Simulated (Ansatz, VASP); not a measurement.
One calculation of Sn, two programs

```
Sn
1.0
    -1.88781    1.89373    1.87507
     1.86980   -1.92300    1.88633
     1.86608    1.90128   -1.90434
Sn
1
Direct
  0.04921 0.06039 0.03181
```

Change from the starting cell: volume scaled by 0.98.

Alike in both runs: task single point; functional PBEsol; k mesh 7 × 7 × 7; occupations methfessel-paxton of order 1, width 0.1 eV; non-collinear spin, spin-orbit coupling.

|  | VASP | Ansatz |
| --- | --- | --- |
| version | VASP 6.6.1 | Ansatz 0.2.0 |
| potentials or method | VASP PAW PBE potentials, release 64 (Sn_d), cutoff 520 eV | all-electron LAPW, relativistic spinors |

```tsv
	VASP	Ansatz	Ansatz less VASP
pressure (GPa)	-0.7	-0.7	+0.05
traceless stress, the component that is largest in VASP (GPa)	-0.38	-0.38	-0.005
```

VASP's potentials were made for PBE, not for PBEsol. Ansatz ran all-electron here, and VASP with PAW potentials.

Noted on Ansatz's run: the k mesh is thin for a metal, which can move the energy by tens of meV per atom.
